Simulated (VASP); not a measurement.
Runs of VASP 6.6.1 on Zn3PAu. The structure is that of space group Pm-3m (No. 221), or close to it. The cells are those of the table. 

```tsv
task	cell	k mesh	cutoff (eV)	gap on the mesh (eV)	pressure (GPa)	relaxed volume (Å³/atom)
single point	a = 4.843 Å, 5 atoms	4 × 4 × 4	520	none	0.2	-
single point	a = 4.195 Å, 5 atoms	4 × 4 × 4	520	none	72.2	-
relaxation of cell and atoms	relaxed from a = 4.843 Å, 5 atoms	8 × 8 × 8	600	none	0.0	(a)
relaxation of cell and atoms	relaxed from a = 4.195 Å, 5 atoms	4 × 4 × 4	600	none	0.0	22.75
single point	a = 4.843 Å, 5 atoms	8 × 8 × 8	520	none	0.2	-
```

Alike in all rows: level PBE; potentials or basis VASP PAW PBE potentials, release 64 (Zn, P, Au); no spin polarisation; smearing gaussian 0.1 eV.

Question: Estimate the missing entries.

Answer: (a) 22.78.

Caveats: some runs use coarse meshes; spin-orbit coupling is left out, which moves the levels of the heavy elements; the volume moved by over 15 % at a fixed basis, so the end points are rough (at least some runs).

A k mesh can miss the band edges, and the runs leave out spin-orbit coupling on Au.

A gap of «none» marks levels without a gap at the run's occupations.
